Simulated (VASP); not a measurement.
# La2GaP3 (P-4m2) in VASP: a series of runs

Runs on La2GaP3. Level: PBEsol. Tasks: single point, relaxation of cell and atoms.

All numbers are computed with VASP 6.6.1; they aren't measurements. Logs are shortened: lines on timing, memory, paths and dates and some standing lists are left out, and cuts for length are marked.

## 1. The cell of the first run

Symmetry: P-4m2, No. 115, tetragonal system. The conventional cell has a = 4.135 Å, b = 4.135 Å, c = 7.691 Å, α = 90.00°, β = 90.00°, γ = 90.00°. Within 3.8 Å of La (site symmetry 2mm) lie 7 P at 2.92 to 3.15 Å and 2 Ga at 3.15 Å. Ga (site symmetry -4m2) has 8 P at 2.92 to 3.16 Å and 4 La at 3.15 Å within 3.9 Å. P (site symmetry -4m2) has 4 Ga at 2.92 Å and 4 La at 3.15 Å and 4 P at 3.16 Å within 3.9 Å. Within 3.8 Å of P (site symmetry 2mm) lie 5 La at 2.92 Å and 2 Ga at 3.16 Å and 2 P at 3.16 Å.

## 2. Single point, PBEsol

File INCAR:

```
SYSTEM = La2GaP3
PREC = Accurate
ENCUT = 520
EDIFF = 1E-7
ISMEAR = -1
SIGMA = 0.03
LREAL = .FALSE.
LASPH = .TRUE.
NELM = 100
ALGO = Normal
ISIF = 2
LWAVE = .FALSE.
LCHARG = .TRUE.
GGA = PS
LELF = .TRUE.
LVHAR = .TRUE.
NBANDS = 34
```

File KPOINTS:

```
regular mesh
0
G
  6 6 2
  0 0 0
```

File POSCAR:

```
La2GaP3
1.0
    4.1350042704      0.0000000000      0.0000000000
    0.0000000000      4.1350042704      0.0000000000
    0.0000000000      0.0000000000      7.6913550275
La Ga P
2 1 3
Direct
    0.0000000000      0.5000000000      0.6901649766
    0.5000000000      0.0000000000      0.3098350234
    0.0000000000      0.0000000000      0.0000000000
    0.5000000000      0.5000000000      0.0000000000
    0.0000000000      0.5000000000      0.3106044253
    0.5000000000      0.0000000000      0.6893955747
```

Potentials or basis: VASP PAW PBE potentials, release 64 (La, Ga_d, P).

Run with:

```console
> cat potpaw_PBE.64/La/POTCAR potpaw_PBE.64/Ga_d/POTCAR potpaw_PBE.64/P/POTCAR > POTCAR
> mpirun -np 1 vasp_std > vasp.out
```

OUTCAR:

```text
SYSTEM = La2GaP3
   PREC = Accurate
   ENCUT = 520
   EDIFF = 1E-7
   ISMEAR = -1
   LREAL = .FALSE.
   LASPH = .TRUE.
   NELM = 100
   ISIF = 2
   GGA = PS

 ion  position               nearest neighbor table
   1  0.000  0.500  0.690-   5 2.92   6 2.92   6 2.92   6 2.92   6 2.92   3 3.15   4 3.15   4 3.15
                             3 3.15
   2  0.500  0.000  0.310-   6 2.92   5 2.92   5 2.92   5 2.92   5 2.92   3 3.15   3 3.15   4 3.15
                             4 3.15
   3  0.000  0.000  0.000-   4 2.92   4 2.92   4 2.92   4 2.92   2 3.15   2 3.15   1 3.15   1 3.15

   4  0.500  0.500  0.000-   3 2.92   3 2.92   3 2.92   3 2.92   2 3.15   1 3.15   1 3.15   2 3.15

   5  0.000  0.500  0.311-   1 2.92   2 2.92   2 2.92   2 2.92   2 2.92
   6  0.500  0.000  0.689-   2 2.92   1 2.92   1 2.92   1 2.92   1 2.92

  LATTYP: Found a simple tetragonal cell.
 ALAT       =     4.1350042704
 C/A-ratio  =     1.8600597544

  Lattice vectors:

 A1 = (   4.1350042704,   0.0000000000,   0.0000000000)
 A2 = (   0.0000000000,   4.1350042704,   0.0000000000)
 A3 = (   0.0000000000,   0.0000000000,   7.6913550275)

Analysis of symmetry for initial positions (statically):
=====================================================================
 Subroutine PRICEL returns:
 Original cell was already a primitive cell.

 Routine SETGRP: Setting up the symmetry group for a
 simple tetragonal supercell.

 Subroutine GETGRP returns: Found  8 space group operations
 (whereof  8 operations were pure point group operations)
 out of a pool of 16 trial point group operations.

The static configuration has the point symmetry D_2d.

Analysis of symmetry for dynamics (positions and initial velocities):
=====================================================================
 Subroutine PRICEL returns:
 Original cell was already a primitive cell.

 Routine SETGRP: Setting up the symmetry group for a
 simple tetragonal supercell.

 Subroutine GETGRP returns: Found  8 space group operations
 (whereof  8 operations were pure point group operations)
 out of a pool of 16 trial point group operations.

The dynamic configuration has the point symmetry D_2d.

 Subroutine INISYM returns: Found  8 space group operations
 (whereof  8 operations are pure point group operations),
 and found     1 'primitive' translations

----------------------------------------------------------------------------------------

                                     Primitive cell

  volume of cell :     131.5088

  direct lattice vectors                    reciprocal lattice vectors
     4.135004270  0.000000000  0.000000000     0.241837719  0.000000000  0.000000000
     0.000000000  4.135004270  0.000000000     0.000000000  0.241837719  0.000000000
     0.000000000  0.000000000  7.691355028     0.000000000  0.000000000  0.130016102

  length of vectors
     4.135004270  4.135004270  7.691355028     0.241837719  0.241837719  0.130016102

  position of ions in fractional coordinates (direct lattice)
     0.000000000  0.500000000  0.690164977
     0.500000000  0.000000000  0.309835023
     0.000000000  0.000000000  0.000000000
     0.500000000  0.500000000  0.000000000
     0.000000000  0.500000000  0.310604425
     0.500000000  0.000000000  0.689395575

  ion indices of the primitive-cell ions
   primitive index   ion index
                 1           1
                 2           2
                 3           3
                 4           4
                 5           5
                 6           6

----------------------------------------------------------------------------------------

 KPOINTS: regular mesh

Automatic generation of k-mesh.
 Grid dimensions read from file:
 generate k-points for:    6    6    2

 Generating k-lattice:

  Cartesian coordinates                     Fractional coordinates (reciprocal lattice)
     0.040306286  0.000000000  0.000000000     0.166666667  0.000000000  0.000000000
     0.000000000  0.040306286  0.000000000     0.000000000  0.166666667  0.000000000
     0.000000000  0.000000000  0.065008051     0.000000000  0.000000000  0.500000000

  Length of vectors
     0.040306286  0.040306286  0.065008051

  Shift w.r.t. Gamma in fractional coordinates (k-lattice)
     0.000000000  0.000000000  0.000000000

 Subroutine IBZKPT returns following result:
 ===========================================

 Found     20 irreducible k-points:

 Following reciprocal coordinates:
            Coordinates               Weight
  0.000000  0.000000  0.000000      1.000000
  0.166667  0.000000  0.000000      4.000000
  0.333333  0.000000  0.000000      4.000000
  0.500000  0.000000  0.000000      2.000000
  0.166667  0.166667  0.000000      4.000000
  0.333333  0.166667  0.000000      8.000000
[... 12 lines left out ...]
  0.500000  0.333333  0.500000      4.000000
  0.500000  0.500000  0.500000      1.000000
   k-points           NKPTS =     20   k-points in BZ     NKDIM =     20   number of bands    NBANDS=     34
   number of dos      NEDOS =    301   number of ions     NIONS =      6
   total plane-waves  NPLWV =  61440
   dimension x,y,z NGX =    32 NGY =   32 NGZ =   60
   dimension x,y,z NGXF=    64 NGYF=   64 NGZF=  120
   ions per type =               2   1   3
   NGX,Y,Z   is equivalent  to a cutoff of  12.87, 12.87, 12.97 a.u.
   NGXF,Y,Z  is equivalent  to a cutoff of  25.73, 25.73, 25.94 a.u.
 SYSTEM =  La2GaP3
   PREC   = accura    normal or accurate (medium, high low for compatibility)
   ISTART =      0    job   : 0-new  1-cont  2-samecut
   ICHARG =      2    charge: 1-file 2-atom 10-const
   ISPIN  =      1    spin polarized calculation?
   LNONCOLLINEAR =      F non collinear calculations
   LSORBIT =      F    spin-orbit coupling
   LASPH  =      T    aspherical Exc in radial PAW
   ENCUT  =  520.0 eV  38.22 Ry    6.18 a.u.   7.69  7.69 14.30*2*pi/ulx,y,z
   NELM   =    100;   NELMIN=  2; NELMDL= -5     # of ELM steps
   EDIFF  = 0.1E-06   stopping-criterion for ELM
   LREAL  =      F    real-space projection
   EDIFFG = 0.1E-05   stopping-criterion for IOM
   NSW    =      0    number of steps for IOM
   IBRION =     -1    ionic relax: 0-MD 1-quasi-New 2-CG
   NFREE  =      0    steps in history (QN), initial steepest desc. (CG)
   ISIF   =      2    stress and relaxation
   ISYM   =      2    0-nonsym 1-usesym 2-fastsym
   POTIM  = 0.5000    time-step for ionic-motion
   TEBEG  =    0.0;   TEEND  =   0.0 temperature during run
   PSTRESS=    0.0 pullay stress
   NELECT =      50.0000    total number of electrons
   NUPDOWN=      -1.0000    fix difference up-down
   EMIN   =  10.00;   EMAX   =-10.00  energy-range for DOS
   EFERMI =   0.00;   METHOD = LEGACY
   ISMEAR =    -1;   SIGMA  =   0.03  broadening in eV -4-tet -1-fermi 0-gaus
   EFERMI_NEDOS =   21; number of points for ismear=-14 and -15
   IALGO  =     38    algorithm
   IMIX   =      4    mixing-type and parameters
     AMIX     =   0.40;   BMIX     =  1.00
     AMIX_MAG =   1.60;   BMIX_MAG =  1.00
  volume/ion in A,a.u.               =      21.92       147.91
  Fermi-wavevector in a.u.,A,eV,Ry     =   1.185987  2.241190 19.137479  1.406565
  Thomas-Fermi vector in A             =   2.322169
   LORBIT       =      0    0 simple, 1 ext, 2 COOP (PROOUT), +10 PAW based schemes
   GGA     = PS    functional components
   LHFCALC =     F    Hartree Fock is set to
   AEXX    =    0.0000 exact exchange contribution
   IVDW    =     0    specifies the selected vdW correction
   LEPSILON=     F    determine dielectric tensor
   LRPA    =     F    only Hartree local field effects (RPA)
 non-spin polarized calculation
  energy-cutoff  :      520.00
  volume of cell :      131.51
 maximum number of plane-waves:      3580
 NGX is ok and might be reduce to    32
   NGX = 15   NGY = 15   NGZ = 29

 number of electron      50.0000000 magnetization

 Free energy of the ion-electron system (eV)
  ---------------------------------------------------
  ext. energy  EPLUGINS =         0.00000000
  ---------------------------------------------------
  free energy    TOTEN  =       -36.21606168 eV

  energy without entropy =      -36.20200702  energy(sigma->0) =      -36.20903435

 E-fermi :   7.4063     XC(G=0): -10.6354

 val. band max:        7.3934507236   @ k =   0.3333   0.1667   0.5000
 cond. band min:       7.4128515265   @ k =   0.1667   0.1667   0.5000
 fundamental gap:      0.0194008029
 Fermi energy:         7.4062791810

 k-point     1 :       0.0000    0.0000    0.0000
  band No.  band energies     occupation
      1     -24.1226      2.00000
      2     -24.0701      2.00000
      3      -8.4006      2.00000
      4      -7.9532      2.00000
      5      -7.9202      2.00000
      6      -7.9202      2.00000
[... 26 lines left out ...]
     33      10.5292      0.00000
     34      10.6127      0.00000

 k-point     2 :       0.1667    0.0000    0.0000
  band No.  band energies     occupation
      1     -24.1121      2.00000
      2     -24.0666      2.00000
      3      -8.3699      2.00000
      4      -8.1550      2.00000
      5      -7.9669      2.00000
      6      -7.8946      2.00000
[... 26 lines left out ...]
     33      10.5524      0.00000
     34      10.5713      0.00000

 k-point     3 :       0.3333    0.0000    0.0000
  band No.  band energies     occupation
      1     -24.0886      2.00000
      2     -24.0621      2.00000
      3      -8.4472      2.00000
      4      -8.4288      2.00000
      5      -8.1208      2.00000
      6      -7.9264      2.00000
[... 26 lines left out ...]
     33      10.5258      0.00000
     34      10.5852      0.00000

 k-point     4 :       0.5000    0.0000    0.0000
  band No.  band energies     occupation
      1     -24.0683      2.00000
      2     -24.0683      2.00000
      3      -8.5664      2.00000
      4      -8.5580      2.00000
      5      -8.0401      2.00000
      6      -8.0052      2.00000
[... 26 lines left out ...]
     33      10.5933      0.00000
     34      10.7623      0.00000

 k-point     5 :       0.1667    0.1667    0.0000
  band No.  band energies     occupation
      1     -24.1023      2.00000
      2     -24.0627      2.00000
      3      -8.3420      2.00000
      4      -8.1641      2.00000
      5      -8.0400      2.00000
      6      -7.9967      2.00000
[... 473 lines left out ...]
 k-point    18 :       0.3333    0.3333    0.5000
  band No.  band energies     occupation
      1     -24.0620      2.00000
      2     -24.0495      2.00000
      3      -8.3487      2.00000
      4      -8.3071      2.00000
      5      -8.2296      2.00000
      6      -8.0765      2.00000
[... 26 lines left out ...]
     33      10.7245      0.00000
     34      10.7491      0.00000

 k-point    19 :       0.5000    0.3333    0.5000
  band No.  band energies     occupation
      1     -24.0492      2.00000
      2     -24.0491      2.00000
      3      -8.3866      2.00000
      4      -8.3689      2.00000
      5      -8.1404      2.00000
      6      -8.1303      2.00000
[... 26 lines left out ...]
     33      10.7248      0.00000
     34      10.7793      0.00000

 k-point    20 :       0.5000    0.5000    0.5000
  band No.  band energies     occupation
      1     -24.0427      2.00000
      2     -24.0427      2.00000
      3      -8.3415      2.00000
      4      -8.3164      2.00000
      5      -8.1755      2.00000
      6      -8.1609      2.00000
[... 26 lines left out ...]
     33      10.7593      0.00000
     34      10.8173      0.00000

------------------------ aborting loop because EDIFF is reached ----------------------------------------

  FORCE on cell =-STRESS in cart. coord.  units (eV):
  Direction    XX          YY          ZZ          XY          YZ          ZX
  --------------------------------------------------------------------------------------
  -------------------------------------------------------------------------------------
  Total       -0.0342430     -0.0342430     -0.0095562      0.0000000      0.0000000      0.0000000
  in kB       -0.4171834     -0.4171834     -0.1164237      0.0000000      0.0000000      0.0000000
  external PRESSURE =      -0.3169302 kB  Pullay stress =       0.0000000 kB

 VOLUME and BASIS-vectors are now :
 -----------------------------------------------------------------------------
  energy-cutoff  :      520.00
  volume of cell :      131.51
      direct lattice vectors                 reciprocal lattice vectors
     4.135004270  0.000000000  0.000000000     0.241837719  0.000000000  0.000000000
     0.000000000  4.135004270  0.000000000     0.000000000  0.241837719  0.000000000
     0.000000000  0.000000000  7.691355028     0.000000000  0.000000000  0.130016102

 POSITION                                       TOTAL-FORCE (eV/Angst)
 -----------------------------------------------------------------------------------
      0.00000      2.06750      5.30830         0.000000     -0.000000     -0.006503
      2.06750      0.00000      2.38305        -0.000000     -0.000000      0.006503
      0.00000      0.00000      0.00000         0.000000      0.000000      0.000000
      2.06750      2.06750      0.00000         0.000000      0.000000      0.000000
      0.00000      2.06750      2.38897         0.000000     -0.000000      0.008168
      2.06750      0.00000      5.30239         0.000000     -0.000000     -0.008168
 -----------------------------------------------------------------------------------
    total drift:                                0.000000      0.000000     -0.000000

  FREE ENERGIE OF THE ION-ELECTRON SYSTEM (eV)
  ---------------------------------------------------
  free  energy   TOTEN  =       -36.2160616816 eV

  energy  without entropy=      -36.2020070234  energy(sigma->0) =      -36.20903435
```

Wall time 63 s (1 thread of AMD EPYC 9R45 (Zen 5), shared host); peak memory 0.26 GiB.

What came out:

```yaml
Free_energy: -36.2161 eV
Pressure: 0.0 GPa
Largest_force: 0.008 eV/Å
Band_gap_on_the_k_mesh: zero (bands 25 and 26 overlap by 0.80 eV)
```

Forces in eV/Å, atoms in the order of the input:
```
La   0.000  0.000 -0.007
La   0.000  0.000  0.007
Ga   0.000  0.000  0.000
P    0.000  0.000  0.000
P    0.000  0.000  0.008
P    0.000  0.000 -0.008
```

Caveat: the k points lie up to 0.41 Å⁻¹ apart, too coarse for converged energies and pressures of a metal; the PAW data sets were made with another functional, which shifts forces and pressure a little; spin-orbit coupling is left out, which moves the levels of the heavy elements.

## 3. Relaxation of cell and atoms, PBEsol

This run uses another cell than the first one, of 26.38 Å³/atom.

File INCAR:

```
  PREC = Accurate
  ENCUT = 600
  EDIFF = 1E-6
  ISMEAR = -1
  SIGMA = 0.03
  LREAL = F
  LASPH = T
  NELM = 80
  ALGO = Normal
  ISIF = 3
  LWAVE = F
  LCHARG = F
  GGA = PS
  IBRION = 2
  NSW = 100
  EDIFFG = -0.01
```

File KPOINTS:

```
Automatic mesh
0
Gamma
  6 6 2
```

File POSCAR:

```
La2GaP3
1.0
    4.1631029700      0.0000000000      0.0000000000
    0.0000000000      4.1631029700      0.0000000000
    0.0000000000      0.0000000000      9.1324823500
La Ga P
2 1 3
Direct
    0.0000000000      0.5000000000      0.7372320000
    0.5000000000      0.0000000000      0.2627680000
    0.0000000000      0.0000000000      0.0000000000
    0.5000000000      0.5000000000      0.0000000000
    0.0000000000      0.5000000000      0.3774000000
    0.5000000000      0.0000000000      0.6226000000
```

Potentials or basis: VASP PAW PBE potentials, release 64 (La, Ga_d, P).

Run with:

```console
> cat potpaw_PBE.64/La/POTCAR potpaw_PBE.64/Ga_d/POTCAR potpaw_PBE.64/P/POTCAR > POTCAR
> mpirun -np 1 vasp_std > vasp.out
```

Run time: 18 min. Hardware: 1 thread of AMD EPYC 9R45 (Zen 5), shared host; peak memory 0.4 GiB.

The run converged. Its results:

```
Free energy                           : -36.2190 eV
Relaxed volume                        : 21.87 Å³/atom
Relaxed cell                          : a = 4.133 Å, b = 4.133 Å, c = 7.684 Å, α = 90.00°, β = 90.00°, γ = 90.00°
Space group after relaxing (to 0.1 Å) : P-4m2 (No. 115)
Energy gained by relaxing             : 316.6 meV/atom
Ionic steps                           : 23
Pressure after relaxing               : 0.0 GPa
Largest force after relaxing          : 0.009 eV/Å
Band gap on the k mesh                : zero (bands 25 and 26 overlap by 0.80 eV)
```

Forces on the atoms (eV/Å):
```
La   0.000  0.000  0.002
La   0.000  0.000 -0.002
Ga   0.000  0.000  0.000
P    0.000  0.000  0.000
P    0.000  0.000  0.009
P    0.000  0.000 -0.009
```

Step by step:
```
step  energy change (eV)  largest force (eV/Å)  pressure (GPa)  volume (Å³)
   1              0.0000                1.5678           -8.07       158.28
   2             -0.8339                1.5558            3.55       129.74
   3             -0.8571                1.5908            1.48       133.07
   4             -1.0896                1.1116            1.49       132.99
   5             -1.3161                0.8922            3.11       132.78
   6             -1.4049                0.8038           -1.94       143.79
   7             -1.4154                0.8265           -0.80       140.90
   8             -1.5054                0.5742           -0.60       140.19
   9             -1.6034                0.1641            0.02       138.65
  10             -1.6643                0.1654           -0.26       138.31
  11             -1.7962                0.2092           -0.91       137.18
  12             -1.8709                0.2157           -1.82       134.34
  13             -1.8680                0.1931           -1.48       135.49
  14             -1.8746                0.1768           -1.60       135.13
  15             -1.8775                0.1786           -1.81       134.69
  16             -1.8773                0.1742           -1.62       134.89
  17             -1.8965                0.1192            0.36       130.70
  18             -1.8972                0.1280            0.04       131.31
  19             -1.8989                0.0722           -0.03       131.37
  20             -1.8995                0.0246           -0.04       131.43
  21             -1.8995                0.0226           -0.05       131.43
  22             -1.8998                0.0131            0.00       131.30
  23             -1.8998                0.0089            0.03       131.24
```

Final structure:
```
CELL_PARAMETERS angstrom
4.13273 0.00000 0.00000
0.00000 4.13273 0.00000
0.00000 0.00000 7.68433
ATOMIC_POSITIONS crystal
La 0.00000 0.50000 0.69000
La 0.50000 0.00000 0.31000
Ga 0.00000 0.00000 0.00000
P 0.50000 0.50000 0.00000
P 0.00000 0.50000 0.31039
P 0.50000 0.00000 0.68961
```

Levels at points of the mesh, in eV from the Fermi level:
| k point | band 22 | band 23 | band 24 | band 25 | band 26 | band 27 | band 28 | band 29 |
| --- | --- | --- | --- | --- | --- | --- | --- | --- |
| (0.00, 0.00, 0.00) | -0.78 | -0.43 | -0.43 | -0.34 | -0.34 | 0.43 | 1.88 | 2.61 |
| (0.50, 0.00, 0.00) | -1.69 | -1.40 | -0.67 | 0.46 | 0.85 | 1.24 | 1.44 | 2.11 |
| (0.50, 0.50, 0.00) | -1.11 | -1.11 | -0.94 | -0.94 | 0.63 | 1.49 | 1.77 | 2.29 |
| (0.00, 0.00, 0.50) | -0.51 | -0.51 | 0.03 | 0.13 | 0.13 | 0.16 | 1.78 | 2.03 |
| (0.50, 0.00, 0.50) | -2.10 | -1.15 | -0.34 | -0.21 | 0.73 | 1.73 | 2.09 | 2.41 |
| (0.50, 0.50, 0.50) | -1.08 | -0.79 | -0.29 | -0.05 | 0.30 | 0.30 | 2.84 | 3.08 |

Caveat: the volume moved by over 15 % at a fixed basis, so the end points are rough; the PAW data sets were made with another functional, which shifts forces and pressure a little; spin-orbit coupling is left out, which moves the levels of the heavy elements.
